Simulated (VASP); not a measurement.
# Ti2Al (Fd-3m) in VASP: notebook, part 2 of 2

VASP 6.6.1. Earlier steps stand in the parts before.

## (3) Single point, PBE

This run uses another cell than the first one, of 17.07 Å³/atom.

Contents of INCAR:

```
SYSTEM = Ti2Al
PREC = Accurate
ENCUT = 520
EDIFF = 1E-6
ISMEAR = 0
SIGMA = 0.1
LREAL = .FALSE.
LASPH = .TRUE.
NELM = 80
ALGO = Normal
ISIF = 2
LWAVE = .FALSE.
LCHARG = .FALSE.
GGA = PE
NBANDS = 36
```

Contents of KPOINTS:

```
Automatic mesh
0
G
  4 4 4
  0 0 0
```

Contents of POSCAR:

```
Ti2Al
1.0
    0.0000000000      3.7137724465      3.7137724465
    3.7137724465      0.0000000000      3.7137724465
    3.7137724465      3.7137724465      0.0000000000
Ti Al
4 2
Direct
    0.6250000000      0.6250000000      0.6250000000
    0.1250000000      0.6250000000      0.6250000000
    0.6250000000      0.1250000000      0.6250000000
    0.6250000000      0.6250000000      0.1250000000
    0.0000000000      0.0000000000      0.0000000000
    0.2500000000      0.2500000000      0.2500000000
```

Potentials or basis: VASP PAW PBE potentials, release 64 (Ti_sv, Al).

On the command line:

```console
$ cat potpaw_PBE.64/Ti_sv/POTCAR potpaw_PBE.64/Al/POTCAR > POTCAR
$ mpirun -np 1 vasp_std > vasp.out
```

OUTCAR:

```text
SYSTEM = Ti2Al
   PREC = Accurate
   ENCUT = 520
   EDIFF = 1E-6
   ISMEAR = 0
   LREAL = .FALSE.
   LASPH = .TRUE.
   NELM = 80
   ISIF = 2
   GGA = PE

 ion  position               nearest neighbor table
   1  0.625  0.625  0.625-   2 2.63   3 2.63   4 2.63   4 2.63   3 2.63   2 2.63   6 3.08   5 3.08
                             6 3.08   5 3.08   6 3.08   5 3.08
   2  0.125  0.625  0.625-   1 2.63   4 2.63   3 2.63   1 2.63   3 2.63   4 2.63   6 3.08   5 3.08
                             5 3.08   6 3.08   5 3.08   6 3.08
   3  0.625  0.125  0.625-   1 2.63   4 2.63   1 2.63   2 2.63   4 2.63   2 2.63   6 3.08   5 3.08
                             6 3.08   5 3.08   6 3.08   5 3.08
   4  0.625  0.625  0.125-   1 2.63   1 2.63   2 2.63   3 2.63   3 2.63   2 2.63   6 3.08   5 3.08
                             6 3.08   5 3.08   6 3.08   5 3.08
   5  0.000  0.000  0.000-   2 3.08   3 3.08   4 3.08   1 3.08   2 3.08   4 3.08   1 3.08   2 3.08
                             3 3.08   1 3.08   3 3.08   4 3.08   6 3.22   6 3.22   6 3.22   6 3.22
   6  0.250  0.250  0.250-   2 3.08   3 3.08   4 3.08   1 3.08   2 3.08   3 3.08   1 3.08   2 3.08
                             4 3.08   1 3.08   3 3.08   4 3.08   5 3.22   5 3.22   5 3.22   5 3.22

  LATTYP: Found a face centered cubic cell.
 ALAT       =     7.4275448930

  Lattice vectors:
[... 178 lines left out ...]

 k-point     1 :       0.0000    0.0000    0.0000
  band No.  band energies     occupation
      1     -48.4229      2.00000
      2     -48.1650      2.00000
      3     -48.1650      2.00000
      4     -48.1650      2.00000
      5     -25.4750      2.00000
      6     -24.9058      2.00000
[... 301 lines left out ...]
     35      10.0143      0.00000
     36      10.0143      0.00000

------------------------ aborting loop because EDIFF is reached ----------------------------------------

  FORCE on cell =-STRESS in cart. coord.  units (eV):
  Direction    XX          YY          ZZ          XY          YZ          ZX
  --------------------------------------------------------------------------------------
  -------------------------------------------------------------------------------------
  Total        0.1110333      0.1110333      0.1110333      0.0000000      0.0000000      0.0000000
  in kB        1.7365527      1.7365527      1.7365527      0.0000000      0.0000000      0.0000000
  external PRESSURE =       1.7365527 kB  Pullay stress =       0.0000000 kB

 VOLUME and BASIS-vectors are now :
 -----------------------------------------------------------------------------
  energy-cutoff  :      520.00
  volume of cell :      102.44
      direct lattice vectors                 reciprocal lattice vectors
     0.000000000  3.713772447  3.713772447    -0.134633989  0.134633989  0.134633989
     3.713772447  0.000000000  3.713772447     0.134633989 -0.134633989  0.134633989
     3.713772447  3.713772447  0.000000000     0.134633989  0.134633989 -0.134633989

 POSITION                                       TOTAL-FORCE (eV/Angst)
 -----------------------------------------------------------------------------------
      4.64222      4.64222      4.64222         0.000000      0.000000     -0.000000
      4.64222      2.78533      2.78533         0.000000      0.000000     -0.000000
      2.78533      4.64222      2.78533         0.000000      0.000000     -0.000000
      2.78533      2.78533      4.64222         0.000000      0.000000     -0.000000
      0.00000      0.00000      0.00000        -0.000000     -0.000000     -0.000000
      1.85689      1.85689      1.85689         0.000000      0.000000      0.000000
 -----------------------------------------------------------------------------------
    total drift:                                0.000000      0.000000      0.000000

  FREE ENERGIE OF THE ION-ELECTRON SYSTEM (eV)
  ---------------------------------------------------
  free  energy   TOTEN  =       -38.1864119568 eV

  energy  without entropy=      -38.1236382991  energy(sigma->0) =      -38.15502513
```

OSZICAR:

```text
N       E                     dE             d eps       ncg     rms          rms(c)
DAV:   1     0.686377225278E+03    0.68638E+03   -0.26463E+04   576   0.171E+03
DAV:   2     0.460949392936E+02   -0.64028E+03   -0.62877E+03   576   0.535E+02
DAV:   3    -0.304274200576E+02   -0.76522E+02   -0.74101E+02   984   0.159E+02
DAV:   4    -0.405321058116E+02   -0.10105E+02   -0.10007E+02   868   0.502E+01
DAV:   5    -0.410786158016E+02   -0.54651E+00   -0.54607E+00   900   0.107E+01    0.178E+01
DAV:   6    -0.383394286073E+02    0.27392E+01   -0.19563E+01   800   0.300E+01    0.576E+00
DAV:   7    -0.381448420331E+02    0.19459E+00   -0.23134E+00   772   0.729E+00    0.402E+00
DAV:   8    -0.381677684193E+02   -0.22926E-01   -0.20463E-01   740   0.332E+00    0.148E+00
DAV:   9    -0.381837461994E+02   -0.15978E-01   -0.65120E-02   804   0.156E+00    0.410E-01
DAV:  10    -0.381861814491E+02   -0.24352E-02   -0.88526E-03   864   0.464E-01    0.241E-01
DAV:  11    -0.381864282235E+02   -0.24677E-03   -0.16808E-03   768   0.306E-01    0.793E-02
DAV:  12    -0.381864110863E+02    0.17137E-04   -0.18142E-04   756   0.743E-02    0.154E-02
DAV:  13    -0.381864119568E+02   -0.87055E-06   -0.93661E-06   800   0.229E-02
   1 F= -.38186412E+02 E0= -.38155025E+02  d E =-.627737E-01
```

stdout:

```text
POSCAR found type information on POSCAR TiAl
 POSCAR found :  2 types and       6 ions
 scaLAPACK will be used
 LDA part: xc-table for (Slater+PW92), standard interpolation
 POSCAR, INCAR and KPOINTS ok, starting setup
 FFT: planning ... GRIDC
 FFT: planning ... GRID_SOFT
 FFT: planning ... GRID
 WAVECAR not read
 entering main loop
```

Run time: 63 s. Hardware: 1 thread of AMD EPYC 7R43 (Zen 3), shared host; peak memory 0.2 GiB.

What came out:

| Item | Value |
| --- | --- |
| Free energy | -38.1864 eV |
| Pressure | 0.2 GPa |
| Band gap on the k mesh | zero (bands 27 and 28 overlap by 0.43 eV) |

Levels at points of the mesh, in eV from the Fermi level:
| k point | band 24 | band 25 | band 26 | band 27 | band 28 | band 29 | band 30 | band 31 |
| --- | --- | --- | --- | --- | --- | --- | --- | --- |
| (0.00, 0.00, 0.00) | -1.68 | -0.83 | -0.38 | -0.38 | 0.23 | 0.23 | 0.23 | 2.80 |
| (0.50, 0.00, 0.00) | -1.51 | -0.56 | -0.56 | 0.13 | 0.14 | 0.71 | 0.71 | 0.72 |
| (0.50, 0.50, 0.00) | -0.97 | -0.77 | -0.77 | 0.06 | 0.06 | 0.83 | 0.83 | 0.90 |

Caveat: the k points lie up to 0.37 Å⁻¹ apart.

## (4) Relaxation of cell and atoms, PBE

Contents of INCAR:

```
SYSTEM = Ti2Al
ALGO = Normal ; EDIFF = 1E-6
EDIFFG = -0.04 ; ENCUT = 600
GGA = PE ; IBRION = 2
ISIF = 3 ; ISMEAR = 0
LASPH = .TRUE. ; LCHARG = .FALSE.
LREAL = .FALSE. ; LWAVE = .FALSE.
NELM = 80 ; NSW = 90
PREC = Accurate ; SIGMA = 0.1
```

Contents of KPOINTS:

```
k-points
0
G
  4 4 4
  0 0 0
```

Changes to POSCAR since step 3:

```diff
@@ -2,5 +2,5 @@
 1.0
-    0.0000000000      3.7137724465      3.7137724465
-    3.7137724465      0.0000000000      3.7137724465
-    3.7137724465      3.7137724465      0.0000000000
+    0.0000000000      3.5966636000      3.5966636000
+    3.5966636000      0.0000000000      3.5966636000
+    3.5966636000      3.5966636000      0.0000000000
 Ti Al
```

On the command line:

```console
$ cat potpaw_PBE.64/Ti_sv/POTCAR potpaw_PBE.64/Al/POTCAR > POTCAR
$ mpirun -np 1 vasp_std > vasp.out
```

It took 3 min on 1 thread of AMD EPYC 7R43 (Zen 3), shared host; peak memory 0.23 GiB.

It converged, with:

```
Free energy                           : -38.1831 eV
Relaxed volume                        : 17.09 Å³/atom
Relaxed cell                          : a = 5.254 Å, b = 5.254 Å, c = 5.254 Å, α = 60.00°, β = 60.00°, γ = 60.00°
Space group after relaxing (to 0.1 Å) : Fd-3m (No. 227)
Energy gained by relaxing             : 46.6 meV/atom
Ionic steps                           : 3
Pressure after relaxing               : 0.0 GPa
Band gap on the k mesh                : zero (bands 27 and 28 overlap by 0.43 eV)
```

The path:
```csv
step,energy change (eV),largest force (eV/Å),pressure (GPa),volume (Å³)
1,0.0000,0.0000,10.21,93.05
2,-0.2316,0.0000,-3.36,107.01
3,-0.2796,0.0000,0.00,102.55
```

Final structure:
```yaml
crystal:
  lattice:
    - [0.00000, 3.71506, 3.71506]
    - [3.71506, 0.00000, 3.71506]
    - [3.71506, 3.71506, 0.00000]
  atoms:
    - { symbol: Ti, position: [0.62500, 0.62500, 0.62500] }
    - { symbol: Ti, position: [0.12500, 0.62500, 0.62500] }
    - { symbol: Ti, position: [0.62500, 0.12500, 0.62500] }
    - { symbol: Ti, position: [0.62500, 0.62500, 0.12500] }
    - { symbol: Al, position: [0.00000, 0.00000, 0.00000] }
    - { symbol: Al, position: [0.25000, 0.25000, 0.25000] }
```

Levels at points of the mesh, in eV from the Fermi level:
```
           k point  band 24  band 25  band 26  band 27  band 28  band 29  band 30  band 31
(0.00, 0.00, 0.00)    -1.68    -0.83    -0.38    -0.38     0.23     0.23     0.23     2.80
(0.50, 0.00, 0.00)    -1.51    -0.56    -0.56     0.13     0.14     0.71     0.71     0.72
(0.50, 0.50, 0.00)    -0.97    -0.77    -0.77     0.06     0.06     0.83     0.83     0.90
```

Caveat: the k points lie up to 0.37 Å⁻¹ apart in the final cell.

## (5) Single point, PBE, collinear spin

This run uses another cell than the first one, of 17.07 Å³/atom.

Contents of INCAR:

```
SYSTEM = Ti2Al
PREC = Accurate
ENCUT = 520
EDIFF = 1E-7
ISMEAR = 0
SIGMA = 0.1
LREAL = .FALSE.
LASPH = .TRUE.
NELM = 150
ALGO = Normal
ISIF = 2
LWAVE = .FALSE.
LCHARG = .FALSE.
ISPIN = 2
MAGMOM = 1 1 1 1 0 0
LORBIT = 11
LMAXMIX = 4
GGA = PE
NBANDS = 40
```

Contents of KPOINTS:

```
Automatic mesh
0
G
  4 4 4
  0 0 0
```

Contents of POSCAR:

```
Ti2Al
1.0
    0.0000000000      3.7137724465      3.7137724465
    3.7137724465      0.0000000000      3.7137724465
    3.7137724465      3.7137724465      0.0000000000
Ti Al
4 2
Direct
    0.1250000000      0.1250000000      0.1250000000
    0.6250000000      0.1250000000      0.1250000000
    0.1250000000      0.6250000000      0.1250000000
    0.1250000000      0.1250000000      0.6250000000
    0.5000000000      0.5000000000      0.5000000000
    0.7500000000      0.7500000000      0.7500000000
```

Potentials or basis: VASP PAW PBE potentials, release 64 (Ti_sv, Al).

On the command line:

```console
$ cat potpaw_PBE.64/Ti_sv/POTCAR potpaw_PBE.64/Al/POTCAR > POTCAR
$ mpirun -np 1 vasp_std > vasp.out
```

OUTCAR:

```text
SYSTEM = Ti2Al
   PREC = Accurate
   ENCUT = 520
   EDIFF = 1E-7
   ISMEAR = 0
   LREAL = .FALSE.
   LASPH = .TRUE.
   NELM = 150
   ISIF = 2
   ISPIN = 2
   LORBIT = 11
   GGA = PE

 ion  position               nearest neighbor table
   1  0.125  0.125  0.125-   2 2.63   3 2.63   4 2.63   4 2.63   3 2.63   2 2.63   6 3.08   5 3.08
                             6 3.08   5 3.08   6 3.08   5 3.08
   2  0.625  0.125  0.125-   1 2.63   4 2.63   3 2.63   1 2.63   3 2.63   4 2.63   6 3.08   5 3.08
                             5 3.08   6 3.08   5 3.08   6 3.08
   3  0.125  0.625  0.125-   1 2.63   4 2.63   1 2.63   2 2.63   4 2.63   2 2.63   6 3.08   5 3.08
[... 905 lines left out ...]
      0.92844      0.92844      0.92844        -0.000000      0.000000     -0.000000
      0.92844      2.78533      2.78533        -0.000000      0.000000     -0.000000
      2.78533      0.92844      2.78533        -0.000000      0.000000     -0.000000
      2.78533      2.78533      0.92844        -0.000000      0.000000     -0.000000
      3.71377      3.71377      3.71377         0.000000      0.000000      0.000000
      5.57066      5.57066      5.57066        -0.000000     -0.000000     -0.000000
 -----------------------------------------------------------------------------------
    total drift:                                0.000000      0.000000      0.000000

  FREE ENERGIE OF THE ION-ELECTRON SYSTEM (eV)
  ---------------------------------------------------
  free  energy   TOTEN  =       -38.2073194106 eV

  energy  without entropy=      -38.1753630801  energy(sigma->0) =      -38.19134125

 total charge

# of ion       s       p       d       tot
------------------------------------------
    1        2.257   6.094   2.094  10.444
    2        2.257   6.094   2.094  10.444
    3        2.257   6.094   2.094  10.444
    4        2.257   6.094   2.094  10.444
    5        0.392   0.343   0.000   0.735
    6        0.392   0.343   0.000   0.735
--------------------------------------------------
tot          9.811  25.060   8.374  43.246

 magnetization (x)

# of ion       s       p       d       tot
------------------------------------------
    1        0.005   0.022   0.276   0.303
    2        0.005   0.022   0.276   0.303
    3        0.005   0.022   0.276   0.303
    4        0.005   0.022   0.276   0.303
    5       -0.003  -0.003   0.000  -0.006
    6       -0.003  -0.003   0.000  -0.006
--------------------------------------------------
tot          0.014   0.082   1.104   1.200
```

Wall time 3 min (1 thread of AMD EPYC 7R43 (Zen 3), shared host); peak memory 0.26 GiB.

Results:

| Quantity | Value |
| --- | --- |
| Free energy | -38.2073 eV |
| Pressure | 0.7 GPa |
| Net moment | 1.49 μB per cell |
| Site moments | Ti +0.30; Al -0.01 μB |
| Valence electrons inside the program's atomic spheres | Ti 10.44; Al 0.73 |

Caveat: the k points lie up to 0.37 Å⁻¹ apart; a moment this small can come from the mesh or the smearing.

## (6) Overview

| task | spin | cell | cutoff (eV) | gap on the mesh (eV) | pressure (GPa) |
| --- | --- | --- | --- | --- | --- |
| single point | off | a = 5.086 Å, angles 60.0°, 6 atoms | 520 | none | 10.2 |
| single point | off | a = 5.252 Å, angles 60.0°, 6 atoms | 520 | none | 0.2 |
| relaxation of cell and atoms | off | relaxed from a = 5.086 Å, angles 60.0°, 6 atoms | 600 | none | 0.0 |
| single point | collinear | a = 5.252 Å, angles 60.0°, 6 atoms | 520 | none | 0.7 |

Alike in all rows: level PBE; potentials or basis VASP PAW PBE potentials, release 64 (Ti_sv, Al); k mesh 4 × 4 × 4; smearing gaussian 0.1 eV.

Caveats: all runs use coarse meshes; a moment this small can come from the mesh or the smearing (at least some runs).

Absolute energies hang on the potentials; compare differences alone.
